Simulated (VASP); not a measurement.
# ZrB (Fm-3m) in VASP: single point with PBE

Aim: the single point of ZrB with PBE.

Program: VASP 6.6.1. These are calculated values, not measurements. Logs are shortened: lines on timing, memory, paths and dates and some standing lists are left out, and cuts for length are marked.

## (1) The cell of the first run

Symmetry: Fm-3m, No. 225, cubic system. Conventional cell: a = 4.665 Å, b = 4.665 Å, c = 4.665 Å, α = 90.00°, β = 90.00°, γ = 90.00°. Zr (site symmetry m-3m) has 6 B at 2.33 Å within 3.1 Å. Within 3.1 Å of B (site symmetry m-3m) lie 6 Zr at 2.33 Å.

## (2) Single point, PBE

The input, INCAR:

```
PREC = Accurate ; ENCUT = 500
EDIFF = 1E-6 ; ISMEAR = 0
SIGMA = 0.05 ; LREAL = F
LASPH = T ; NELM = 120
ALGO = Normal ; ISIF = 2
LWAVE = F ; LCHARG = T
GGA = PE ; LELF = T
LVHAR = T ; NBANDS = 14
GGA_COMPAT = F
```

The input, KPOINTS:

```
regular mesh
0
Gamma
  12 12 12
```

The input, POSCAR:

```
ZrB
1.0
    0.0000000000      2.3327256626      2.3327256626
    2.3327256626      0.0000000000      2.3327256626
    2.3327256626      2.3327256626      0.0000000000
Zr B
1 1
Direct
    0.5000000000      0.5000000000      0.5000000000
    0.0000000000      0.0000000000      0.0000000000
```

Potentials or basis: VASP PAW PBE potentials, release 64 (Zr_sv, B).

On the command line:

```sh
$ cat potpaw_PBE.64/Zr_sv/POTCAR potpaw_PBE.64/B/POTCAR > POTCAR
$ mpirun -np 1 vasp_std > vasp.out
```

OUTCAR:

```text
PREC = Accurate
   ENCUT = 500
   EDIFF = 1E-6
   ISMEAR = 0
   LREAL = F
   LASPH = T
   NELM = 120
   ISIF = 2
   GGA = PE

 ion  position               nearest neighbor table
   1  0.500  0.500  0.500-   2 2.33   2 2.33   2 2.33   2 2.33   2 2.33   2 2.33
   2  0.000  0.000  0.000-   1 2.33   1 2.33   1 2.33   1 2.33   1 2.33   1 2.33

  LATTYP: Found a face centered cubic cell.
 ALAT       =     4.6654513252

  Lattice vectors:

 A1 = (   0.0000000000,   2.3327256626,   2.3327256626)
 A2 = (   2.3327256626,   0.0000000000,   2.3327256626)
 A3 = (   2.3327256626,   2.3327256626,   0.0000000000)

Analysis of symmetry for initial positions (statically):
=====================================================================
 Subroutine PRICEL returns:
 Original cell was already a primitive cell.

 Routine SETGRP: Setting up the symmetry group for a
 face centered cubic supercell.

 Subroutine GETGRP returns: Found 48 space group operations
 (whereof 48 operations were pure point group operations)
 out of a pool of 48 trial point group operations.

The static configuration has the point symmetry O_h .

Analysis of symmetry for dynamics (positions and initial velocities):
=====================================================================
 Subroutine PRICEL returns:
 Original cell was already a primitive cell.

 Routine SETGRP: Setting up the symmetry group for a
 face centered cubic supercell.

 Subroutine GETGRP returns: Found 48 space group operations
 (whereof 48 operations were pure point group operations)
 out of a pool of 48 trial point group operations.

The dynamic configuration has the point symmetry O_h .

 Subroutine INISYM returns: Found 48 space group operations
 (whereof 48 operations are pure point group operations),
 and found     1 'primitive' translations

----------------------------------------------------------------------------------------

                                     Primitive cell

  volume of cell :      25.3876

  direct lattice vectors                    reciprocal lattice vectors
     0.000000000  2.332725663  2.332725663    -0.214341535  0.214341535  0.214341535
     2.332725663  0.000000000  2.332725663     0.214341535 -0.214341535  0.214341535
     2.332725663  2.332725663  0.000000000     0.214341535  0.214341535 -0.214341535

  length of vectors
     3.298972269  3.298972269  3.298972269     0.371250429  0.371250429  0.371250429

  position of ions in fractional coordinates (direct lattice)
     0.500000000  0.500000000  0.500000000
     0.000000000  0.000000000  0.000000000

  ion indices of the primitive-cell ions
   primitive index   ion index
                 1           1
                 2           2

----------------------------------------------------------------------------------------

 KPOINTS: regular mesh

Automatic generation of k-mesh.
 Grid dimensions read from file:
 generate k-points for:   12   12   12

 Generating k-lattice:

  Cartesian coordinates                     Fractional coordinates (reciprocal lattice)
    -0.017861795  0.017861795  0.017861795     0.083333333  0.000000000  0.000000000
     0.017861795 -0.017861795  0.017861795     0.000000000  0.083333333  0.000000000
     0.017861795  0.017861795 -0.017861795     0.000000000  0.000000000  0.083333333

  Length of vectors
     0.030937536  0.030937536  0.030937536

  Shift w.r.t. Gamma in fractional coordinates (k-lattice)
     0.000000000  0.000000000  0.000000000

 Subroutine IBZKPT returns following result:
 ===========================================

 Found     72 irreducible k-points:

 Following reciprocal coordinates:
            Coordinates               Weight
  0.000000  0.000000  0.000000      1.000000
  0.083333  0.000000  0.000000      8.000000
  0.166667  0.000000  0.000000      8.000000
  0.250000  0.000000  0.000000      8.000000
  0.333333  0.000000  0.000000      8.000000
  0.416667  0.000000  0.000000      8.000000
[... 16 lines left out ...]
  0.500000  0.166667  0.000000     24.000000
 -0.416667  0.166667  0.000000     24.000000
 [... further k-points ...]
   k-points           NKPTS =     72   k-points in BZ     NKDIM =     72   number of bands    NBANDS=     14
   number of dos      NEDOS =    301   number of ions     NIONS =      2
   total plane-waves  NPLWV =  13824
   dimension x,y,z NGX =    24 NGY =   24 NGZ =   24
   dimension x,y,z NGXF=    48 NGYF=   48 NGZF=   48
   ions per type =               1   1
   NGX,Y,Z   is equivalent  to a cutoff of  12.09, 12.09, 12.09 a.u.
   NGXF,Y,Z  is equivalent  to a cutoff of  24.19, 24.19, 24.19 a.u.
 SYSTEM =  unknown system
   PREC   = accura    normal or accurate (medium, high low for compatibility)
   ISTART =      0    job   : 0-new  1-cont  2-samecut
   ICHARG =      2    charge: 1-file 2-atom 10-const
   ISPIN  =      1    spin polarized calculation?
   LNONCOLLINEAR =      F non collinear calculations
   LSORBIT =      F    spin-orbit coupling
   LASPH  =      T    aspherical Exc in radial PAW
   ENCUT  =  500.0 eV  36.75 Ry    6.06 a.u.   6.01  6.01  6.01*2*pi/ulx,y,z
   NELM   =    120;   NELMIN=  2; NELMDL= -5     # of ELM steps
   EDIFF  = 0.1E-05   stopping-criterion for ELM
   LREAL  =      F    real-space projection
   EDIFFG = 0.1E-04   stopping-criterion for IOM
   NSW    =      0    number of steps for IOM
   IBRION =     -1    ionic relax: 0-MD 1-quasi-New 2-CG
   NFREE  =      0    steps in history (QN), initial steepest desc. (CG)
   ISIF   =      2    stress and relaxation
   ISYM   =      2    0-nonsym 1-usesym 2-fastsym
   POTIM  = 0.5000    time-step for ionic-motion
   TEBEG  =    0.0;   TEEND  =   0.0 temperature during run
   PSTRESS=    0.0 pullay stress
   NELECT =      15.0000    total number of electrons
   NUPDOWN=      -1.0000    fix difference up-down
   EMIN   =  10.00;   EMAX   =-10.00  energy-range for DOS
   EFERMI =   0.00;   METHOD = LEGACY
   ISMEAR =     0;   SIGMA  =   0.05  broadening in eV -4-tet -1-fermi 0-gaus
   EFERMI_NEDOS =   21; number of points for ismear=-14 and -15
   IALGO  =     38    algorithm
   IMIX   =      4    mixing-type and parameters
     AMIX     =   0.40;   BMIX     =  1.00
     AMIX_MAG =   1.60;   BMIX_MAG =  1.00
  volume/ion in A,a.u.               =      12.69        85.66
  Fermi-wavevector in a.u.,A,eV,Ry     =   1.373720  2.595955 25.675648  1.887107
  Thomas-Fermi vector in A             =   2.499212
   LORBIT       =      0    0 simple, 1 ext, 2 COOP (PROOUT), +10 PAW based schemes
   GGA     = PE    functional components
   LHFCALC =     F    Hartree Fock is set to
   AEXX    =    0.0000 exact exchange contribution
   IVDW    =     0    specifies the selected vdW correction
   LEPSILON=     F    determine dielectric tensor
   LRPA    =     F    only Hartree local field effects (RPA)
 non-spin polarized calculation
 Gauss-broadening in eV      SIGMA  =   0.05
  energy-cutoff  :      500.00
  volume of cell :       25.39
 maximum number of plane-waves:       656
   NGX = 13   NGY = 13   NGZ = 13

 number of electron      15.0000000 magnetization

 Free energy of the ion-electron system (eV)
  ---------------------------------------------------
  ext. energy  EPLUGINS =         0.00000000
  ---------------------------------------------------
  free energy    TOTEN  =       -15.63742084 eV

  energy without entropy =      -15.63590073  energy(sigma->0) =      -15.63666079

 E-fermi :   8.9139     XC(G=0): -12.1734

 val. band max:        8.9048933150   @ k =   0.5000   0.2500   0.0000
 cond. band min:       8.9708505965   @ k =   0.3333   0.1667   0.0833
 fundamental gap:      0.0659572815
 Fermi energy:         8.9138938259

 k-point     1 :       0.0000    0.0000    0.0000
  band No.  band energies     occupation
      1     -37.9059      2.00000
      2     -15.6538      2.00000
      3     -15.6538      2.00000
      4     -15.6538      2.00000
      5       0.6003      2.00000
      6      10.8283      0.00000
      7      10.8283      0.00000
      8      10.8283      0.00000
      9      12.5801      0.00000
     10      12.5801      0.00000
     11      12.7107      0.00000
     12      12.7107      0.00000
     13      12.7107      0.00000
     14      20.0291      0.00000

 k-point     2 :       0.0833    0.0000    0.0000
  band No.  band energies     occupation
      1     -37.8982      2.00000
      2     -15.7203      2.00000
      3     -15.6599      2.00000
      4     -15.6599      2.00000
      5       0.7881      2.00000
      6      10.2639      0.00000
      7      10.6742      0.00000
      8      10.6742      0.00000
      9      11.5399      0.00000
     10      11.5399      0.00000
     11      12.9938      0.00000
     12      14.2752      0.00000
     13      14.2752      0.00000
     14      20.4886      0.00000

 k-point     3 :       0.1667    0.0000    0.0000
  band No.  band energies     occupation
      1     -37.8774      2.00000
      2     -15.8983      2.00000
      3     -15.6767      2.00000
      4     -15.6767      2.00000
      5       1.3192      2.00000
      6       9.1807      0.00000
      7       9.7243      0.00000
      8       9.7243      0.00000
      9      11.7503      0.00000
     10      11.7503      0.00000
     11      13.3925      0.00000
     12      16.0956      0.00000
     13      16.0956      0.00000
     14      21.6420      0.00000
[... 324 lines left out ...]
 k-point    23 :       0.5000    0.1667    0.0000
  band No.  band energies     occupation
      1     -37.7812      2.00000
      2     -16.4784      2.00000
      3     -15.8875      2.00000
      4     -15.8031      2.00000
      5       4.1378      2.00000
      6       5.7844      2.00000
      7       7.8881      2.00000
      8       8.1573      2.00000
      9      13.1262      0.00000
     10      14.8326      0.00000
     11      15.9108      0.00000
     12      19.0180      0.00000
     13      19.6473      0.00000
     14      21.6751      0.00000

 k-point    24 :      -0.4167    0.1667    0.0000
  band No.  band energies     occupation
      1     -37.7793      2.00000
      2     -16.4870      2.00000
      3     -15.9200      2.00000
      4     -15.7798      2.00000
      5       4.4989      2.00000
      6       5.4566      2.00000
      7       7.8899      2.00000
      8       7.9087      2.00000
      9      14.1182      0.00000
     10      14.2869      0.00000
     11      15.6114      0.00000
     12      19.1635      0.00000
     13      20.1209      0.00000
     14      21.0937      0.00000

 [... further k-points ...]
[... 5 lines left out ...]
  --------------------------------------------------------------------------------------
  -------------------------------------------------------------------------------------
  Total        5.1270158      5.1270158      5.1270158      0.0000000      0.0000000      0.0000000
  in kB      323.5595609    323.5595609    323.5595609      0.0000000      0.0000000      0.0000000
  external PRESSURE =     323.5595609 kB  Pullay stress =       0.0000000 kB

 VOLUME and BASIS-vectors are now :
 -----------------------------------------------------------------------------
  energy-cutoff  :      500.00
  volume of cell :       25.39
      direct lattice vectors                 reciprocal lattice vectors
     0.000000000  2.332725663  2.332725663    -0.214341535  0.214341535  0.214341535
     2.332725663  0.000000000  2.332725663     0.214341535 -0.214341535  0.214341535
     2.332725663  2.332725663  0.000000000     0.214341535  0.214341535 -0.214341535

 POSITION                                       TOTAL-FORCE (eV/Angst)
 -----------------------------------------------------------------------------------
      2.33273      2.33273      2.33273         0.000000     -0.000000      0.000000
      0.00000      0.00000      0.00000        -0.000000      0.000000     -0.000000
 -----------------------------------------------------------------------------------
    total drift:                               -0.000000     -0.000000      0.000000

  FREE ENERGIE OF THE ION-ELECTRON SYSTEM (eV)
  ---------------------------------------------------
  free  energy   TOTEN  =       -15.6374208410 eV

  energy  without entropy=      -15.6359007308  energy(sigma->0) =      -15.63666079
```

It took 11 s on 1 thread of Intel Xeon Platinum 8488C (Sapphire Rapids), shared host; peak memory 0.15 GiB.

Results:

- Free energy: -15.6374 eV
- Pressure: 32.4 GPa
